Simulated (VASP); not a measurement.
# Y (Im-3m) in VASP: further runs

The runs below take Y through single point, with RPBE.

All numbers are computed with VASP 6.6.1; they aren't measurements. Logs are shortened: lines on timing, memory, paths and dates and some standing lists are left out, and cuts for length are marked.

## (1) The cell of the first run

Symmetry: Im-3m, No. 229, cubic system. Conventional cell: a = 4.044 Å, b = 4.044 Å, c = 4.044 Å, α = 90.00°, β = 90.00°, γ = 90.00°. Within 4.6 Å of Y (site symmetry m-3m) lie 14 Y at 3.50 to 4.04 Å.

## (2) Single point, RPBE (volume scaled by 0.96)

The input, INCAR:

```
PREC = Accurate
ENCUT = 520
EDIFF = 1E-6
ISMEAR = -1
SIGMA = 0.1
LREAL = F
LASPH = T
NELM = 100
ALGO = Normal
ISIF = 2
LWAVE = F
LCHARG = F
GGA = RP
NBANDS = 12
```

The input, KPOINTS:

```
Automatic mesh
0
Gamma
  12 12 12
```

The input, POSCAR:

```
Y
1.0
   -2.0221692187      2.0221692187      2.0221692187
    2.0221692187     -2.0221692187      2.0221692187
    2.0221692187      2.0221692187     -2.0221692187
Y
1
Direct
    0.0000000000      0.0000000000      0.0000000000
```

Potentials or basis: VASP PAW PBE potentials, release 64 (Y_sv).

Run with:

```console
$ cat potpaw_PBE.64/Y_sv/POTCAR > POTCAR
$ mpirun -np 1 vasp_std > vasp.out
```

OUTCAR:

```text
PREC = Accurate
   ENCUT = 520
   EDIFF = 1E-6
   ISMEAR = -1
   LREAL = F
   LASPH = T
   NELM = 100
   ISIF = 2
   GGA = RP

 ion  position               nearest neighbor table
   1  0.000  0.000  0.000-

  LATTYP: Found a body centered cubic cell.
 ALAT       =     4.0443384374

  Lattice vectors:

 A1 = (  -2.0221692187,   2.0221692187,   2.0221692187)
 A2 = (   2.0221692187,  -2.0221692187,   2.0221692187)
 A3 = (   2.0221692187,   2.0221692187,  -2.0221692187)

Analysis of symmetry for initial positions (statically):
=====================================================================
 Subroutine PRICEL returns:
 Original cell was already a primitive cell.

 Routine SETGRP: Setting up the symmetry group for a
 body centered cubic supercell.

 Subroutine GETGRP returns: Found 48 space group operations
 (whereof 48 operations were pure point group operations)
 out of a pool of 48 trial point group operations.

The static configuration has the point symmetry O_h .

Analysis of symmetry for dynamics (positions and initial velocities):
=====================================================================
 Subroutine PRICEL returns:
 Original cell was already a primitive cell.

 Routine SETGRP: Setting up the symmetry group for a
 body centered cubic supercell.

 Subroutine GETGRP returns: Found 48 space group operations
 (whereof 48 operations were pure point group operations)
 out of a pool of 48 trial point group operations.

The dynamic configuration has the point symmetry O_h .

 Subroutine INISYM returns: Found 48 space group operations
 (whereof 48 operations are pure point group operations),
 and found     1 'primitive' translations

----------------------------------------------------------------------------------------

                                     Primitive cell

  volume of cell :      33.0760

  direct lattice vectors                    reciprocal lattice vectors
    -2.022169219  2.022169219  2.022169219     0.000000000  0.247259228  0.247259228
     2.022169219 -2.022169219  2.022169219     0.247259228  0.000000000  0.247259228
     2.022169219  2.022169219 -2.022169219     0.247259228  0.247259228  0.000000000

  length of vectors
     3.502499828  3.502499828  3.502499828     0.349677354  0.349677354  0.349677354

  position of ions in fractional coordinates (direct lattice)
     0.000000000  0.000000000  0.000000000

  ion indices of the primitive-cell ions
   primitive index   ion index
                 1           1

[... 72 lines left out ...]
   LREAL  =      F    real-space projection
   EDIFFG = 0.1E-04   stopping-criterion for IOM
   NSW    =      0    number of steps for IOM
   IBRION =     -1    ionic relax: 0-MD 1-quasi-New 2-CG
   NFREE  =      0    steps in history (QN), initial steepest desc. (CG)
   ISIF   =      2    stress and relaxation
   ISYM   =      2    0-nonsym 1-usesym 2-fastsym
   POTIM  = 0.5000    time-step for ionic-motion
   TEBEG  =    0.0;   TEEND  =   0.0 temperature during run
   PSTRESS=    0.0 pullay stress
   NELECT =      11.0000    total number of electrons
   NUPDOWN=      -1.0000    fix difference up-down
   EMIN   =  10.00;   EMAX   =-10.00  energy-range for DOS
   EFERMI =   0.00;   METHOD = LEGACY
   ISMEAR =    -1;   SIGMA  =   0.10  broadening in eV -4-tet -1-fermi 0-gaus
   EFERMI_NEDOS =   21; number of points for ismear=-14 and -15
   IALGO  =     38    algorithm
   IMIX   =      4    mixing-type and parameters
     AMIX     =   0.40;   BMIX     =  1.00
     AMIX_MAG =   1.60;   BMIX_MAG =  1.00
  volume/ion in A,a.u.               =      33.08       223.21
  Fermi-wavevector in a.u.,A,eV,Ry     =   1.134231  2.143386 17.503627  1.286480
  Thomas-Fermi vector in A             =   2.270935
   LORBIT       =      0    0 simple, 1 ext, 2 COOP (PROOUT), +10 PAW based schemes
   GGA     = RP    functional components
   LHFCALC =     F    Hartree Fock is set to
   AEXX    =    0.0000 exact exchange contribution
   IVDW    =     0    specifies the selected vdW correction
   LEPSILON=     F    determine dielectric tensor
   LRPA    =     F    only Hartree local field effects (RPA)
 non-spin polarized calculation
  energy-cutoff  :      520.00
  volume of cell :       33.08
 maximum number of plane-waves:       935
 NGX is ok and might be reduce to    28
   NGX = 13   NGY = 13   NGZ = 13

 number of electron      11.0000000 magnetization

 Free energy of the ion-electron system (eV)
  ---------------------------------------------------
  ext. energy  EPLUGINS =         0.00000000
  ---------------------------------------------------
  free energy    TOTEN  =        -6.02864893 eV

  energy without entropy =       -5.94969176  energy(sigma->0) =       -5.98917034

 E-fermi :   3.2003     XC(G=0):  -9.3098

 val. band max:        3.1908929396   @ k =   0.1667   0.1667   0.1667
 cond. band min:       3.2077371382   @ k =   0.3333   0.2500   0.0833
 fundamental gap:      0.0168441986
 Fermi energy:         3.2003303537

 k-point     1 :       0.0000    0.0000    0.0000
  band No.  band energies     occupation
      1     -39.7156      2.00000
      2     -19.4187      2.00000
      3     -19.4187      2.00000
      4     -19.4187      2.00000
      5      -1.5899      2.00000
      6       4.8899      0.00000
      7       4.8899      0.00000
      8       4.8899      0.00000
      9       6.7626      0.00000
     10       6.7626      0.00000
     11      13.4090      0.00000
     12      13.4090      0.00000
[... 331 lines left out ...]
 k-point    24 :       0.4167    0.0833    0.0833
  band No.  band energies     occupation
      1     -39.6499      2.00000
      2     -19.9118      2.00000
      3     -19.6125      2.00000
      4     -19.4559      2.00000
      5       1.5912      2.00000
      6       3.2717      0.65759
      7       3.6793      0.01650
      8       6.8600      0.00000
      9       7.3614      0.00000
     10       9.4053      0.00000
     11      10.4234      0.00000
     12      11.6678      0.00000

 [... further k-points ...]
[... 5 lines left out ...]
  --------------------------------------------------------------------------------------
  -------------------------------------------------------------------------------------
  Total        0.3020126      0.3020126      0.3020126     -0.0000000     -0.0000000      0.0000000
  in kB       14.6292869     14.6292869     14.6292869     -0.0000000     -0.0000000      0.0000000
  external PRESSURE =      14.6292869 kB  Pullay stress =       0.0000000 kB

 VOLUME and BASIS-vectors are now :
 -----------------------------------------------------------------------------
  energy-cutoff  :      520.00
  volume of cell :       33.08
      direct lattice vectors                 reciprocal lattice vectors
    -2.022169219  2.022169219  2.022169219     0.000000000  0.247259228  0.247259228
     2.022169219 -2.022169219  2.022169219     0.247259228  0.000000000  0.247259228
     2.022169219  2.022169219 -2.022169219     0.247259228  0.247259228  0.000000000

 POSITION                                       TOTAL-FORCE (eV/Angst)
 -----------------------------------------------------------------------------------
      0.00000      0.00000      0.00000         0.000000      0.000000      0.000000
 -----------------------------------------------------------------------------------
    total drift:                               -0.000000     -0.000000     -0.000000

  FREE ENERGIE OF THE ION-ELECTRON SYSTEM (eV)
  ---------------------------------------------------
  free  energy   TOTEN  =        -6.0286489253 eV

  energy  without entropy=       -5.9496917594  energy(sigma->0) =       -5.98917034
```

OSZICAR:

```text
N       E                     dE             d eps       ncg     rms          rms(c)
DAV:   1     0.240493309475E+02    0.24049E+02   -0.55723E+03  1728   0.825E+02
DAV:   2    -0.496704764853E+01   -0.29016E+02   -0.28294E+02  2080   0.161E+02
DAV:   3    -0.619704181399E+01   -0.12300E+01   -0.12094E+01  2420   0.214E+01
DAV:   4    -0.622421160317E+01   -0.27170E-01   -0.27157E-01  2012   0.315E+00
DAV:   5    -0.622463611118E+01   -0.42451E-03   -0.42450E-03  2148   0.325E-01    0.239E+01
DAV:   6    -0.606237446693E+01    0.16226E+00   -0.19531E-01  1836   0.307E+00    0.145E+01
DAV:   7    -0.603246718059E+01    0.29907E-01   -0.30236E-01  2012   0.381E+00    0.111E+00
DAV:   8    -0.602897457861E+01    0.34926E-02   -0.40424E-02  1988   0.156E+00    0.175E-01
DAV:   9    -0.602874853887E+01    0.22604E-03   -0.73885E-04  2080   0.236E-01    0.110E-01
DAV:  10    -0.602864872202E+01    0.99817E-04   -0.38494E-04  1972   0.159E-01    0.382E-02
DAV:  11    -0.602865128679E+01   -0.25648E-05   -0.39389E-05  1880   0.514E-02    0.170E-02
DAV:  12    -0.602864933769E+01    0.19491E-05   -0.23718E-06  1948   0.134E-02    0.639E-03
DAV:  13    -0.602864892532E+01    0.41238E-06   -0.68573E-07  1060   0.618E-03
   1 F= -.60286489E+01 E0= -.59891703E+01  d E =-.789572E-01
```

stdout:

```text
POSCAR found type information on POSCAR Y
 POSCAR found :  1 types and       1 ions
 scaLAPACK will be used
 -----------------------------------------------------------------------------
|                                                                             |
|                                                                             |
|     You enforced a specific xc type in the INCAR file but a different       |
|     I HOPE YOU KNOW WHAT YOU ARE DOING!                                     |
|                                                                             |
 -----------------------------------------------------------------------------

 LDA part: xc-table for (Slater+PW92), standard interpolation
 POSCAR, INCAR and KPOINTS ok, starting setup
 FFT: planning ... GRIDC
 FFT: planning ... GRID_SOFT
 FFT: planning ... GRID
 WAVECAR not read
 entering main loop
```

Run time: 26 s. Hardware: 1 thread of Intel Xeon Platinum 8375C at 2.90GHz (Ice Lake), shared host; peak memory 0.19 GiB.

Results:

* Free energy: -6.0286 eV
* Pressure: 1.5 GPa

Caveat: the PAW data sets were made with another functional, which shifts forces and pressure a little.

## (3) Single point, RPBE (volume scaled by 1.04)

INCAR is that of step 2.

The input, KPOINTS:

```
regular mesh
0
Gamma
  12 12 12
```

The input, POSCAR:

```
Y
1.0
   -2.0768487241      2.0768487241      2.0768487241
    2.0768487241     -2.0768487241      2.0768487241
    2.0768487241      2.0768487241     -2.0768487241
Y
1
Direct
    0.0000000000      0.0000000000      0.0000000000
```

Potentials or basis: VASP PAW PBE potentials, release 64 (Y_sv).

Run with:

```console
$ cat potpaw_PBE.64/Y_sv/POTCAR > POTCAR
$ mpirun -np 1 vasp_std > vasp.out
```

Wall time 25 s (1 thread of Intel Xeon Platinum 8375C at 2.90GHz (Ice Lake), shared host); peak memory 0.19 GiB.

The run converged. Its results:

```
Free energy : -6.0279 eV
Pressure    : -1.5 GPa
```

Levels at points of the mesh, in eV from the Fermi level:
```
           k point  band 3  band 4  band 5  band 6  band 7  band 8
(0.00, 0.00, 0.00)  -22.87  -22.87   -4.64    1.60    1.60    1.60
(0.50, 0.00, 0.00)  -23.00  -22.87   -1.84    0.26    0.50    3.24
(0.50, 0.50, 0.50)  -23.16  -23.16   -1.25   -1.25    4.81    4.81
```

Caveat: the PAW data sets were made with another functional, which shifts forces and pressure a little.

## (4) Single point, RPBE (volume scaled by 1.08)

The input, INCAR:

```
ALGO = Normal ; EDIFF = 1E-6
ENCUT = 520 ; GGA = RP
ISIF = 2 ; ISMEAR = -1
LASPH = True ; LCHARG = False
LREAL = False ; LWAVE = False
NBANDS = 12 ; NELM = 60
PREC = Accurate ; SIGMA = 0.1
```

The input, KPOINTS:

```
k-points
0
Gamma
  12 12 12
```

The input, POSCAR:

```
Y
1.0
   -2.1031407396      2.1031407396      2.1031407396
    2.1031407396     -2.1031407396      2.1031407396
    2.1031407396      2.1031407396     -2.1031407396
Y
1
Direct
    0.0000000000      0.0000000000      0.0000000000
```

Run with:

```console
$ cat potpaw_PBE.64/Y_sv/POTCAR > POTCAR
$ mpirun -np 1 vasp_std > vasp.out
```

Run time: 25 s. Hardware: 1 thread of Intel Xeon Platinum 8375C at 2.90GHz (Ice Lake), shared host; peak memory 0.19 GiB.

The run converged. Its results:

| Quantity | Value |
| --- | --- |
| Free energy | -6.0109 eV |
| Pressure | -2.6 GPa |

Levels at points of the mesh, in eV from the Fermi level:
| k point | band 2 | band 3 | band 4 | band 5 | band 6 | band 7 | band 8 | band 9 |
| --- | --- | --- | --- | --- | --- | --- | --- | --- |
| (0.00, 0.00, 0.00) | -22.99 | -22.99 | -22.99 | -4.57 | 1.56 | 1.56 | 1.56 | 3.21 |
| (0.50, 0.00, 0.00) | -23.34 | -23.11 | -22.99 | -1.78 | 0.27 | 0.42 | 3.11 | 3.67 |
| (0.50, 0.50, 0.50) | -23.24 | -23.24 | -23.24 | -1.16 | -1.16 | 4.62 | 4.62 | 4.62 |

Caveat: the PAW data sets were made with another functional, which shifts forces and pressure a little.

## (5) The runs side by side

| cell | gap on the mesh (eV) | pressure (GPa) |
| --- | --- | --- |
| a = 3.502 Å, angles 109.5°, 1 atom | none | 1.5 |
| a = 3.597 Å, angles 109.5°, 1 atom | none | -1.5 |
| a = 3.643 Å, angles 109.5°, 1 atom | none | -2.6 |

Alike in all rows: task single point; level RPBE; potentials or basis VASP PAW PBE potentials, release 64 (Y_sv); no spin polarisation; k mesh 12 × 12 × 12; cutoff (eV) 520; smearing fermi-dirac 0.1 eV.

Caveats: the PAW data sets were made with another functional, which shifts forces and pressure a little.

Absolute energies hang on the potentials; compare differences alone.
